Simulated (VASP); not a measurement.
# SrTiO3 (Pm-3m) in VASP: single point with PBE

Aim: the single point of SrTiO3 with PBE.

Program: VASP 6.6.1. These are calculated values, not measurements. Logs are shortened: lines on timing, memory, paths and dates and some standing lists are left out, and cuts for length are marked.

### Step 1. The cell of the first run

The structure is cubic, space group Pm-3m (No. 221). The conventional cell has a = 3.937 Å, b = 3.937 Å, c = 3.937 Å, α = 90.00°, β = 90.00°, γ = 90.00°. Sr (site symmetry m-3m) has 12 O at 2.78 Å and 8 Ti at 3.41 Å within 3.7 Å. Within 2.6 Å of Ti (site symmetry m-3m) lie 6 O at 1.97 Å. O (site symmetry 4/mmm) has 2 Ti at 1.97 Å within 2.6 Å.

### Step 2. Single point, PBE

Input file INCAR:

```
SYSTEM = SrTiO3
PREC = Accurate ; ENCUT = 600
EDIFF = 1E-6 ; ISMEAR = 0
SIGMA = 0.02 ; LREAL = .False.
LASPH = .True. ; NELM = 120
ALGO = Normal ; ISIF = 2
LWAVE = .False. ; LCHARG = .False.
GGA = PE ; NBANDS = 28
GGA_COMPAT = .False.
```

Input file KPOINTS:

```
Automatic mesh
0
Gamma
  6 6 6
  0 0 0
```

Input file POSCAR:

```
SrTiO3
1.0
    3.9365458912      0.0000000000      0.0000000000
    0.0000000000      3.9365458912      0.0000000000
    0.0000000000      0.0000000000      3.9365458912
Sr Ti O
1 1 3
Direct
    0.0000000000      0.0000000000      0.0000000000
    0.5000000000      0.5000000000      0.5000000000
    0.5000000000      0.0000000000      0.5000000000
    0.5000000000      0.5000000000      0.0000000000
    0.0000000000      0.5000000000      0.5000000000
```

Potentials or basis: VASP PAW PBE potentials, release 64 (Sr_sv, Ti_sv, O).

Launch:

```bash
> cat potpaw_PBE.64/Sr_sv/POTCAR potpaw_PBE.64/Ti_sv/POTCAR potpaw_PBE.64/O/POTCAR > POTCAR
> mpirun -np 1 vasp_std > vasp.out
```

OUTCAR:

```text
SYSTEM = SrTiO3
   PREC = Accurate
   ENCUT = 600
   EDIFF = 1E-6
   ISMEAR = 0
   LREAL = .False.
   LASPH = .True.
   NELM = 120
   ISIF = 2
   GGA = PE

 ion  position               nearest neighbor table
   1  0.000  0.000  0.000-   3 2.78   4 2.78   5 2.78   3 2.78   5 2.78   4 2.78   5 2.78   5 2.78
                             3 2.78   4 2.78   3 2.78   4 2.78   2 3.41   2 3.41   2 3.41   2 3.41
   2  0.500  0.500  0.500-   3 1.97   4 1.97   5 1.97   4 1.97   3 1.97   5 1.97   1 3.41   1 3.41
                             1 3.41   1 3.41   1 3.41   1 3.41   1 3.41   1 3.41
   3  0.500  0.000  0.500-   2 1.97   2 1.97   1 2.78   1 2.78   1 2.78   1 2.78
   4  0.500  0.500  0.000-   2 1.97   2 1.97   1 2.78   1 2.78   1 2.78   1 2.78
   5  0.000  0.500  0.500-   2 1.97   2 1.97   1 2.78   1 2.78   1 2.78   1 2.78

  LATTYP: Found a simple cubic cell.
 ALAT       =     3.9365458912

  Lattice vectors:

 A1 = (   3.9365458912,   0.0000000000,   0.0000000000)
 A2 = (   0.0000000000,   3.9365458912,   0.0000000000)
 A3 = (   0.0000000000,   0.0000000000,   3.9365458912)

Analysis of symmetry for initial positions (statically):
=====================================================================
 Subroutine PRICEL returns:
 Original cell was already a primitive cell.

 Routine SETGRP: Setting up the symmetry group for a
 simple cubic supercell.

 Subroutine GETGRP returns: Found 48 space group operations
 (whereof 48 operations were pure point group operations)
 out of a pool of 48 trial point group operations.

The static configuration has the point symmetry O_h .

Analysis of symmetry for dynamics (positions and initial velocities):
=====================================================================
 Subroutine PRICEL returns:
 Original cell was already a primitive cell.

 Routine SETGRP: Setting up the symmetry group for a
 simple cubic supercell.

 Subroutine GETGRP returns: Found 48 space group operations
 (whereof 48 operations were pure point group operations)
 out of a pool of 48 trial point group operations.

The dynamic configuration has the point symmetry O_h .

 Subroutine INISYM returns: Found 48 space group operations
 (whereof 48 operations are pure point group operations),
 and found     1 'primitive' translations

----------------------------------------------------------------------------------------

                                     Primitive cell

  volume of cell :      61.0023

  direct lattice vectors                    reciprocal lattice vectors
     3.936545891  0.000000000  0.000000000     0.254029809  0.000000000  0.000000000
     0.000000000  3.936545891  0.000000000     0.000000000  0.254029809  0.000000000
     0.000000000  0.000000000  3.936545891     0.000000000  0.000000000  0.254029809

  length of vectors
     3.936545891  3.936545891  3.936545891     0.254029809  0.254029809  0.254029809

  position of ions in fractional coordinates (direct lattice)
     0.000000000  0.000000000  0.000000000
     0.500000000  0.500000000  0.500000000
     0.500000000  0.000000000  0.500000000
     0.500000000  0.500000000  0.000000000
     0.000000000  0.500000000  0.500000000

  ion indices of the primitive-cell ions
   primitive index   ion index
                 1           1
                 2           2
                 3           3
                 4           4
                 5           5

----------------------------------------------------------------------------------------

 KPOINTS: Automatic mesh

Automatic generation of k-mesh.
 Grid dimensions read from file:
 generate k-points for:    6    6    6

 Generating k-lattice:

  Cartesian coordinates                     Fractional coordinates (reciprocal lattice)
     0.042338301  0.000000000  0.000000000     0.166666667  0.000000000  0.000000000
     0.000000000  0.042338301  0.000000000     0.000000000  0.166666667  0.000000000
     0.000000000  0.000000000  0.042338301     0.000000000  0.000000000  0.166666667

  Length of vectors
     0.042338301  0.042338301  0.042338301

  Shift w.r.t. Gamma in fractional coordinates (k-lattice)
     0.000000000  0.000000000  0.000000000

 Subroutine IBZKPT returns following result:
 ===========================================

 Found     20 irreducible k-points:

 Following reciprocal coordinates:
            Coordinates               Weight
  0.000000  0.000000  0.000000      1.000000
  0.166667  0.000000  0.000000      6.000000
  0.333333  0.000000  0.000000      6.000000
  0.500000  0.000000  0.000000      3.000000
  0.166667  0.166667  0.000000     12.000000
  0.333333  0.166667  0.000000     24.000000
[... 12 lines left out ...]
  0.500000  0.500000  0.333333      6.000000
  0.500000  0.500000  0.500000      1.000000
   k-points           NKPTS =     20   k-points in BZ     NKDIM =     20   number of bands    NBANDS=     28
   number of dos      NEDOS =    301   number of ions     NIONS =      5
   total plane-waves  NPLWV =  32768
   dimension x,y,z NGX =    32 NGY =   32 NGZ =   32
   dimension x,y,z NGXF=    64 NGYF=   64 NGZF=   64
   ions per type =               1   1   3
   NGX,Y,Z   is equivalent  to a cutoff of  13.51, 13.51, 13.51 a.u.
   NGXF,Y,Z  is equivalent  to a cutoff of  27.03, 27.03, 27.03 a.u.
 SYSTEM =  SrTiO3
   PREC   = accura    normal or accurate (medium, high low for compatibility)
   ISTART =      0    job   : 0-new  1-cont  2-samecut
   ICHARG =      2    charge: 1-file 2-atom 10-const
   ISPIN  =      1    spin polarized calculation?
   LNONCOLLINEAR =      F non collinear calculations
   LSORBIT =      F    spin-orbit coupling
   LASPH  =      T    aspherical Exc in radial PAW
   ENCUT  =  600.0 eV  44.10 Ry    6.64 a.u.   7.86  7.86  7.86*2*pi/ulx,y,z
   NELM   =    120;   NELMIN=  2; NELMDL= -5     # of ELM steps
   EDIFF  = 0.1E-05   stopping-criterion for ELM
   LREAL  =      F    real-space projection
   EDIFFG = 0.1E-04   stopping-criterion for IOM
   NSW    =      0    number of steps for IOM
   IBRION =     -1    ionic relax: 0-MD 1-quasi-New 2-CG
   NFREE  =      0    steps in history (QN), initial steepest desc. (CG)
   ISIF   =      2    stress and relaxation
   ISYM   =      2    0-nonsym 1-usesym 2-fastsym
   POTIM  = 0.5000    time-step for ionic-motion
   TEBEG  =    0.0;   TEEND  =   0.0 temperature during run
   PSTRESS=    0.0 pullay stress
   NELECT =      40.0000    total number of electrons
   NUPDOWN=      -1.0000    fix difference up-down
   EMIN   =  10.00;   EMAX   =-10.00  energy-range for DOS
   EFERMI =   0.00;   METHOD = LEGACY
   ISMEAR =     0;   SIGMA  =   0.02  broadening in eV -4-tet -1-fermi 0-gaus
   EFERMI_NEDOS =   21; number of points for ismear=-14 and -15
   IALGO  =     38    algorithm
   IMIX   =      4    mixing-type and parameters
     AMIX     =   0.40;   BMIX     =  1.00
     AMIX_MAG =   1.60;   BMIX_MAG =  1.00
  volume/ion in A,a.u.               =      12.20        82.33
  Fermi-wavevector in a.u.,A,eV,Ry     =   1.422262  2.687685 27.522250  2.022828
  Thomas-Fermi vector in A             =   2.542984
   LORBIT       =      0    0 simple, 1 ext, 2 COOP (PROOUT), +10 PAW based schemes
   GGA     = PE    functional components
   LHFCALC =     F    Hartree Fock is set to
   AEXX    =    0.0000 exact exchange contribution
   IVDW    =     0    specifies the selected vdW correction
   LEPSILON=     F    determine dielectric tensor
   LRPA    =     F    only Hartree local field effects (RPA)
 non-spin polarized calculation
 Gauss-broadening in eV      SIGMA  =   0.02
  energy-cutoff  :      600.00
  volume of cell :       61.00
 maximum number of plane-waves:      2054
 NGX is ok and might be reduce to    32
   NGX = 15   NGY = 15   NGZ = 15

 number of electron      39.9999974 magnetization

 Free energy of the ion-electron system (eV)
  ---------------------------------------------------
  ext. energy  EPLUGINS =         0.00000000
  ---------------------------------------------------
  free energy    TOTEN  =       -40.10923138 eV

  energy without entropy =      -40.10923138  energy(sigma->0) =      -40.10923138

 E-fermi :   4.1484     XC(G=0): -11.1437

 val. band max:        3.9680930299   @ k =   0.5000   0.5000   0.5000
 cond. band min:       5.7791616583   @ k =   0.0000   0.0000   0.0000
 fundamental gap:      1.8110686284
 Fermi energy:         4.1483675787

 k-point     1 :       0.0000    0.0000    0.0000
  band No.  band energies     occupation
      1     -52.5958      2.00000
      2     -28.8961      2.00000
      3     -28.8270      2.00000
      4     -28.8270      2.00000
      5     -28.8270      2.00000
      6     -13.3724      2.00000
[... 20 lines left out ...]
     27       9.3459      0.00000
     28       9.9690      0.00000

 k-point     2 :       0.1667    0.0000    0.0000
  band No.  band energies     occupation
      1     -52.5954      2.00000
      2     -28.9234      2.00000
      3     -28.8263      2.00000
      4     -28.8263      2.00000
      5     -28.8103      2.00000
      6     -13.3895      2.00000
[... 20 lines left out ...]
     27       9.8016      0.00000
     28      10.6127      0.00000

 k-point     3 :       0.3333    0.0000    0.0000
  band No.  band energies     occupation
      1     -52.5948      2.00000
      2     -28.9658      2.00000
      3     -28.8251      2.00000
      4     -28.8251      2.00000
      5     -28.7889      2.00000
      6     -13.5046      2.00000
[... 20 lines left out ...]
     27      10.7329      0.00000
     28      11.9921      0.00000

 k-point     4 :       0.5000    0.0000    0.0000
  band No.  band energies     occupation
      1     -52.5944      2.00000
      2     -28.9847      2.00000
      3     -28.8244      2.00000
      4     -28.8244      2.00000
      5     -28.7803      2.00000
      6     -13.5811      2.00000
[... 20 lines left out ...]
     27      11.2708      0.00000
     28      11.9091      0.00000

 k-point     5 :       0.1667    0.1667    0.0000
  band No.  band energies     occupation
      1     -52.5951      2.00000
      2     -28.9305      2.00000
      3     -28.8424      2.00000
      4     -28.8257      2.00000
      5     -28.7975      2.00000
      6     -13.3573      2.00000
[... 20 lines left out ...]
     27      10.2117      0.00000
     28      11.0146      0.00000

 k-point     6 :       0.3333    0.1667    0.0000
  band No.  band energies     occupation
      1     -52.5944      2.00000
      2     -28.9545      2.00000
      3     -28.8450      2.00000
      4     -28.8245      2.00000
      5     -28.7914      2.00000
      6     -13.3873      2.00000
[... 339 lines left out ...]
      5     -28.8235      2.00000
      6     -12.7569      2.00000
[... 20 lines left out ...]
     27      11.7478      0.00000
     28      11.7478      0.00000

 k-point    18 :       0.5000    0.3333    0.3333
  band No.  band energies     occupation
      1     -52.5925      2.00000
      2     -28.8998      2.00000
      3     -28.8704      2.00000
      4     -28.8700      2.00000
      5     -28.8371      2.00000
      6     -12.5997      2.00000
[... 20 lines left out ...]
     27      11.6650      0.00000
     28      11.8487      0.00000

 k-point    19 :       0.5000    0.5000    0.3333
  band No.  band energies     occupation
      1     -52.5921      2.00000
      2     -28.8859      2.00000
      3     -28.8859      2.00000
      4     -28.8695      2.00000
      5     -28.8462      2.00000
      6     -12.2655      2.00000
[... 20 lines left out ...]
     27      11.5827      0.00000
     28      12.0698      0.00000

 k-point    20 :       0.5000    0.5000    0.5000
  band No.  band energies     occupation
      1     -52.5918      2.00000
      2     -28.8851      2.00000
      3     -28.8851      2.00000
      4     -28.8851      2.00000
      5     -28.8421      2.00000
      6     -12.0936      2.00000
[... 20 lines left out ...]
     27      12.0700      0.00000
     28      12.0700      0.00000

------------------------ aborting loop because EDIFF is reached ----------------------------------------

  FORCE on cell =-STRESS in cart. coord.  units (eV):
  Direction    XX          YY          ZZ          XY          YZ          ZX
  --------------------------------------------------------------------------------------
  -------------------------------------------------------------------------------------
  Total        0.1572193      0.1572193      0.1572193     -0.0000000     -0.0000000     -0.0000000
  in kB        4.1292441      4.1292441      4.1292441     -0.0000000     -0.0000000     -0.0000000
  external PRESSURE =       4.1292441 kB  Pullay stress =       0.0000000 kB

 VOLUME and BASIS-vectors are now :
 -----------------------------------------------------------------------------
  energy-cutoff  :      600.00
  volume of cell :       61.00
      direct lattice vectors                 reciprocal lattice vectors
     3.936545891  0.000000000  0.000000000     0.254029809  0.000000000  0.000000000
     0.000000000  3.936545891  0.000000000     0.000000000  0.254029809  0.000000000
     0.000000000  0.000000000  3.936545891     0.000000000  0.000000000  0.254029809

 POSITION                                       TOTAL-FORCE (eV/Angst)
 -----------------------------------------------------------------------------------
      0.00000      0.00000      0.00000         0.000000      0.000000      0.000000
      1.96827      1.96827      1.96827         0.000000      0.000000      0.000000
      1.96827      0.00000      1.96827         0.000000      0.000000      0.000000
      1.96827      1.96827      0.00000         0.000000      0.000000      0.000000
      0.00000      1.96827      1.96827         0.000000      0.000000      0.000000
 -----------------------------------------------------------------------------------
    total drift:                                0.000000     -0.000000     -0.000000

  FREE ENERGIE OF THE ION-ELECTRON SYSTEM (eV)
  ---------------------------------------------------
  free  energy   TOTEN  =       -40.1092313810 eV

  energy  without entropy=      -40.1092313810  energy(sigma->0) =      -40.10923138
```

Wall time 77 s (1 thread of Intel Xeon 8259CL, shared host); peak memory 0.2 GiB.

Results:

* Free energy: -40.1092 eV
* Pressure: 0.4 GPa
* Band gap on the k mesh: 1.81 eV (least direct gap 2.18 eV)
